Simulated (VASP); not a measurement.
Here is a VASP 6.6.1 calculation.

File INCAR:

```
PREC = Accurate
ENCUT = 520
EDIFF = 1E-7
ISMEAR = 0
SIGMA = 0.15
LREAL = False
LASPH = True
NELM = 150
ALGO = Normal
ISIF = 2
LWAVE = False
LCHARG = False
ISPIN = 2
MAGMOM = 0.825 0.825
LORBIT = 11
NUPDOWN = 1.65
LMAXMIX = 4
GGA = PE
NBANDS = 20
```

KPOINTS

```
regular mesh
0
Gamma
  24 24 12
```

Contents of POSCAR:

```
Co
1.0
    2.4932834166      0.0000000000      0.0000000000
   -1.2466417083      2.1592467776      0.0000000000
    0.0000000000      0.0000000000      4.0323930238
Co
2
Direct
    0.6666666667      0.3333333333      0.2500000000
    0.3333333333      0.6666666667      0.7500000000
```

Potentials or basis: VASP PAW PBE potentials, release 64 (Co).

Command:

```sh
$ cat potpaw_PBE.64/Co/POTCAR > POTCAR
$ mpirun -np 1 vasp_std > vasp.out
```

Q: Predict the pressure.

A: -8.8 GPa.

Stress tensor (GPa, compression positive):
```
-8.41  0.00  0.00
 0.00 -8.41  0.00
 0.00  0.00 -9.72
```

Caveat: the total moment is fixed, so each spin has its own Fermi level.
